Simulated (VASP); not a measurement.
# LuTi3F (P6/mmm) in VASP: single point with PBE

Aim: the single point of LuTi3F with PBE.

All numbers are computed with VASP 6.6.1; they aren't measurements. Logs are shortened: lines on timing, memory, paths and dates and some standing lists are left out, and cuts for length are marked.

## Step 1: The cell of the first run

The structure is hexagonal, space group P6/mmm (No. 191). Conventional cell: a = 5.431 Å, b = 5.431 Å, c = 4.177 Å, α = 90.00°, β = 90.00°, γ = 120.00°. Within 2.8 Å of Lu (site symmetry 6/mmm) lie 2 F at 2.09 Å. Within 3.6 Å of Ti (site symmetry mmm) lie 2 F at 2.72 Å and 4 Ti at 2.72 Å and 4 Lu at 3.43 Å. F (site symmetry 6/mmm) has 2 Lu at 2.09 Å and 6 Ti at 2.72 Å within 2.8 Å.

## Step 2: Single point, PBE

INCAR reads:

```
PREC     = Accurate       # precision mode
ENCUT    = 520            # plane-wave cutoff, eV
EDIFF    = 1E-7           # SCF threshold, eV
ISMEAR   = 0              # smearing method
SIGMA    = 0.1            # smearing width, eV
LREAL    = False          # projectors in reciprocal space
LASPH    = True           # aspherical terms in the spheres
NELM     = 100            # most SCF steps
ALGO     = Normal         # electronic algorithm
ISIF     = 2              # what is computed and relaxed
LWAVE    = False          # write WAVECAR
LCHARG   = True           # write CHGCAR
GGA      = PE             # functional
LELF     = True           # ELF
LVHAR    = True         
NBANDS   = 42             # bands
```

KPOINTS reads:

```
regular mesh
0
Gamma
  12 12 10
```

POSCAR reads:

```
LuTi3F
1.0
    5.4311728271      0.0000000000      0.0000000000
   -2.7155864135      4.7035336407      0.0000000000
    0.0000000000      0.0000000000      4.1773275561
Lu Ti F
1 3 1
Direct
    0.0000000000      0.0000000000      0.0000000000
    0.5000000000      0.0000000000      0.5000000000
    0.0000000000      0.5000000000      0.5000000000
    0.5000000000      0.5000000000      0.5000000000
    0.0000000000      0.0000000000      0.5000000000
```

Potentials or basis: VASP PAW PBE potentials, release 64 (Lu, Ti_sv, F).

Run with:

```
cat potpaw_PBE.64/Lu/POTCAR potpaw_PBE.64/Ti_sv/POTCAR potpaw_PBE.64/F/POTCAR > POTCAR
mpirun -np 1 vasp_std > vasp.out
```

OUTCAR:

```text
PREC = Accurate
   ENCUT = 520
   EDIFF = 1E-7
   ISMEAR = 0
   LREAL = False
   LASPH = True
   NELM = 100
   ISIF = 2
   GGA = PE

 ion  position               nearest neighbor table
   1  0.000  0.000  0.000-   5 2.09   5 2.09
   2  0.500  0.000  0.500-   4 2.72   4 2.72   3 2.72   3 2.72
   3  0.000  0.500  0.500-   4 2.72   4 2.72   2 2.72   2 2.72
   4  0.500  0.500  0.500-   3 2.72   3 2.72   2 2.72   2 2.72
   5  0.000  0.000  0.500-   1 2.09   1 2.09

  LATTYP: Found a hexagonal cell.
 ALAT       =     5.4311728271
 C/A-ratio  =     0.7691391324

  Lattice vectors:

 A1 = (   5.4311728271,   0.0000000000,   0.0000000000)
 A2 = (  -2.7155864135,   4.7035336407,   0.0000000000)
 A3 = (   0.0000000000,   0.0000000000,   4.1773275561)

Analysis of symmetry for initial positions (statically):
=====================================================================
 Subroutine PRICEL returns:
 Original cell was already a primitive cell.

 Routine SETGRP: Setting up the symmetry group for a
 hexagonal supercell.

 Subroutine GETGRP returns: Found 24 space group operations
 (whereof 24 operations were pure point group operations)
 out of a pool of 24 trial point group operations.

The static configuration has the point symmetry D_6h.

Analysis of symmetry for dynamics (positions and initial velocities):
=====================================================================
 Subroutine PRICEL returns:
 Original cell was already a primitive cell.

 Routine SETGRP: Setting up the symmetry group for a
 hexagonal supercell.

 Subroutine GETGRP returns: Found 24 space group operations
 (whereof 24 operations were pure point group operations)
 out of a pool of 24 trial point group operations.

The dynamic configuration has the point symmetry D_6h.

 Subroutine INISYM returns: Found 24 space group operations
 (whereof 24 operations are pure point group operations),
 and found     1 'primitive' translations

----------------------------------------------------------------------------------------

                                     Primitive cell

  volume of cell :     106.7128

  direct lattice vectors                    reciprocal lattice vectors
     5.431172827  0.000000000  0.000000000     0.184122294  0.106303056  0.000000000
    -2.715586414  4.703533641  0.000000000     0.000000000  0.212606112  0.000000000
     0.000000000  0.000000000  4.177327556     0.000000000  0.000000000  0.239387500

  length of vectors
     5.431172827  5.431172827  4.177327556     0.212606112  0.212606112  0.239387500

  position of ions in fractional coordinates (direct lattice)
     0.000000000  0.000000000  0.000000000
     0.500000000  0.000000000  0.500000000
     0.000000000  0.500000000  0.500000000
     0.500000000  0.500000000  0.500000000
     0.000000000  0.000000000  0.500000000

  ion indices of the primitive-cell ions
   primitive index   ion index
                 1           1
                 2           2
                 3           3
                 4           4
                 5           5

----------------------------------------------------------------------------------------

 KPOINTS: regular mesh

Automatic generation of k-mesh.
 Grid dimensions read from file:
 generate k-points for:   12   12   10

 Generating k-lattice:

  Cartesian coordinates                     Fractional coordinates (reciprocal lattice)
     0.015343524  0.008858588  0.000000000     0.083333333  0.000000000  0.000000000
     0.000000000  0.017717176  0.000000000     0.000000000  0.083333333  0.000000000
     0.000000000  0.000000000  0.023938750     0.000000000  0.000000000  0.100000000

  Length of vectors
     0.017717176  0.017717176  0.023938750

  Shift w.r.t. Gamma in fractional coordinates (k-lattice)
     0.000000000  0.000000000  0.000000000

 Subroutine IBZKPT returns following result:
 ===========================================

 Found    114 irreducible k-points:

 Following reciprocal coordinates:
            Coordinates               Weight
  0.000000  0.000000  0.000000      1.000000
  0.083333 -0.000000  0.000000      6.000000
  0.166667 -0.000000  0.000000      6.000000
  0.250000 -0.000000  0.000000      6.000000
  0.333333 -0.000000  0.000000      6.000000
  0.416667 -0.000000  0.000000      6.000000
[... 16 lines left out ...]
  0.250000 -0.000000  0.100000     12.000000
  0.333333 -0.000000  0.100000     12.000000
 [... further k-points ...]
   k-points           NKPTS =    114   k-points in BZ     NKDIM =    114   number of bands    NBANDS=     42
   number of dos      NEDOS =    301   number of ions     NIONS =      5
   total plane-waves  NPLWV =  51200
   dimension x,y,z NGX =    40 NGY =   40 NGZ =   32
   dimension x,y,z NGXF=    80 NGYF=   80 NGZF=   64
   ions per type =               1   3   1
   NGX,Y,Z   is equivalent  to a cutoff of  12.24, 12.24, 12.74 a.u.
   NGXF,Y,Z  is equivalent  to a cutoff of  24.49, 24.49, 25.47 a.u.
 SYSTEM =  unknown system
   PREC   = accura    normal or accurate (medium, high low for compatibility)
   ISTART =      0    job   : 0-new  1-cont  2-samecut
   ICHARG =      2    charge: 1-file 2-atom 10-const
   ISPIN  =      1    spin polarized calculation?
   LNONCOLLINEAR =      F non collinear calculations
   LSORBIT =      F    spin-orbit coupling
   LASPH  =      T    aspherical Exc in radial PAW
   ENCUT  =  520.0 eV  38.22 Ry    6.18 a.u.  10.10 10.10  7.77*2*pi/ulx,y,z
   NELM   =    100;   NELMIN=  2; NELMDL= -5     # of ELM steps
   EDIFF  = 0.1E-06   stopping-criterion for ELM
   LREAL  =      F    real-space projection
   EDIFFG = 0.1E-05   stopping-criterion for IOM
   NSW    =      0    number of steps for IOM
   IBRION =     -1    ionic relax: 0-MD 1-quasi-New 2-CG
   NFREE  =      0    steps in history (QN), initial steepest desc. (CG)
   ISIF   =      2    stress and relaxation
   ISYM   =      2    0-nonsym 1-usesym 2-fastsym
   POTIM  = 0.5000    time-step for ionic-motion
   TEBEG  =    0.0;   TEEND  =   0.0 temperature during run
   PSTRESS=    0.0 pullay stress
   NELECT =      68.0000    total number of electrons
   NUPDOWN=      -1.0000    fix difference up-down
   EMIN   =  10.00;   EMAX   =-10.00  energy-range for DOS
   EFERMI =   0.00;   METHOD = LEGACY
   ISMEAR =     0;   SIGMA  =   0.10  broadening in eV -4-tet -1-fermi 0-gaus
   EFERMI_NEDOS =   21; number of points for ismear=-14 and -15
   IALGO  =     38    algorithm
   IMIX   =      4    mixing-type and parameters
     AMIX     =   0.40;   BMIX     =  1.00
     AMIX_MAG =   1.60;   BMIX_MAG =  1.00
  volume/ion in A,a.u.               =      21.34       144.03
  Fermi-wavevector in a.u.,A,eV,Ry     =   1.408766  2.662183 27.002434  1.984623
  Thomas-Fermi vector in A             =   2.530891
   LORBIT       =      0    0 simple, 1 ext, 2 COOP (PROOUT), +10 PAW based schemes
   GGA     = PE    functional components
   LHFCALC =     F    Hartree Fock is set to
   AEXX    =    0.0000 exact exchange contribution
   IVDW    =     0    specifies the selected vdW correction
   LEPSILON=     F    determine dielectric tensor
   LRPA    =     F    only Hartree local field effects (RPA)
 non-spin polarized calculation
 Gauss-broadening in eV      SIGMA  =   0.10
  energy-cutoff  :      520.00
  volume of cell :      106.71
 maximum number of plane-waves:      2902
   NGX = 21   NGY = 21   NGZ = 15

 number of electron      67.9999968 magnetization

 Free energy of the ion-electron system (eV)
  ---------------------------------------------------
  ext. energy  EPLUGINS =         0.00000000
  ---------------------------------------------------
  free energy    TOTEN  =       -28.98417847 eV

  energy without entropy =      -28.93765033  energy(sigma->0) =      -28.96091440

 E-fermi :   4.7744     XC(G=0): -10.1987

 val. band max:        4.7733593065   @ k =   0.5000  -0.0000   0.3000
 cond. band min:       4.7758799670   @ k =   0.3333  -0.0000   0.1000
 fundamental gap:      0.0025206605
 Fermi energy:         4.7744464190

 k-point     1 :       0.0000    0.0000    0.0000
  band No.  band energies     occupation
      1     -52.0202      2.00000
      2     -51.9382      2.00000
      3     -51.8860      2.00000
      4     -51.8860      2.00000
      5     -28.6174      2.00000
      6     -28.4477      2.00000
[... 34 lines left out ...]
     41       7.0150      0.00000
     42       7.5235      0.00000

 k-point     2 :       0.0833   -0.0000    0.0000
  band No.  band energies     occupation
      1     -52.0182      2.00000
      2     -51.9383      2.00000
      3     -51.8880      2.00000
      4     -51.8860      2.00000
      5     -28.6065      2.00000
      6     -28.4462      2.00000
[... 34 lines left out ...]
     41       6.9807      0.00000
     42       7.3916      0.00000

 k-point     3 :       0.1667   -0.0000    0.0000
  band No.  band energies     occupation
      1     -52.0123      2.00000
      2     -51.9384      2.00000
      3     -51.8939      2.00000
      4     -51.8860      2.00000
      5     -28.5766      2.00000
      6     -28.4401      2.00000
[... 34 lines left out ...]
     41       7.0234      0.00000
     42       7.0787      0.00000

 k-point     4 :       0.2500   -0.0000    0.0000
  band No.  band energies     occupation
      1     -52.0032      2.00000
      2     -51.9388      2.00000
      3     -51.9029      2.00000
      4     -51.8861      2.00000
      5     -28.5378      2.00000
      6     -28.4214      2.00000
[... 844 lines left out ...]
     41       6.8937      0.00000
     42       7.0390      0.00000

 k-point    23 :       0.2500   -0.0000    0.1000
  band No.  band energies     occupation
      1     -52.0029      2.00000
      2     -51.9388      2.00000
      3     -51.9028      2.00000
      4     -51.8861      2.00000
      5     -28.5377      2.00000
      6     -28.4214      2.00000
[... 34 lines left out ...]
     41       6.6425      0.00000
     42       6.7819      0.00000

 k-point    24 :       0.3333   -0.0000    0.1000
  band No.  band energies     occupation
      1     -51.9916      2.00000
      2     -51.9397      2.00000
      3     -51.9135      2.00000
      4     -51.8861      2.00000
      5     -28.5096      2.00000
      6     -28.3752      2.00000
[... 34 lines left out ...]
     41       6.2955      0.00000
     42       6.5102      0.00000

 [... further k-points ...]
[... 5 lines left out ...]
  --------------------------------------------------------------------------------------
  -------------------------------------------------------------------------------------
  Total       -0.0326166     -0.0326166      0.5026972     -0.0000000      0.0000000      0.0000000
  in kB       -0.4897030     -0.4897030      7.5474571     -0.0000000      0.0000000      0.0000000
  external PRESSURE =       2.1893504 kB  Pullay stress =       0.0000000 kB

 VOLUME and BASIS-vectors are now :
 -----------------------------------------------------------------------------
  energy-cutoff  :      520.00
  volume of cell :      106.71
      direct lattice vectors                 reciprocal lattice vectors
     5.431172827  0.000000000  0.000000000     0.184122294  0.106303056  0.000000000
    -2.715586414  4.703533641  0.000000000     0.000000000  0.212606112  0.000000000
     0.000000000  0.000000000  4.177327556     0.000000000  0.000000000  0.239387500

 POSITION                                       TOTAL-FORCE (eV/Angst)
 -----------------------------------------------------------------------------------
      0.00000      0.00000      0.00000         0.000000      0.000000      0.000000
      2.71559      0.00000      2.08866         0.000000      0.000000      0.000000
     -1.35779      2.35177      2.08866         0.000000      0.000000      0.000000
      1.35779      2.35177      2.08866        -0.000000      0.000000      0.000000
      0.00000      0.00000      2.08866         0.000000      0.000000      0.000000
 -----------------------------------------------------------------------------------
    total drift:                               -0.000000      0.000000     -0.000000

  FREE ENERGIE OF THE ION-ELECTRON SYSTEM (eV)
  ---------------------------------------------------
  free  energy   TOTEN  =       -28.9841784748 eV

  energy  without entropy=      -28.9376503258  energy(sigma->0) =      -28.96091440
```

It took 12 min on 1 thread of Oxide Virtual Turin-like, shared host; peak memory 0.54 GiB.

What came out:

```yaml
Free_energy: -28.9842 eV
Pressure: 0.2 GPa
Band_gap_on_the_k_mesh: zero (band 34 reaches 5.13 eV, above the bottom of band 35 at 4.22 eV)
```

Caveat: spin-orbit coupling is left out, which moves the levels of the heavy elements.
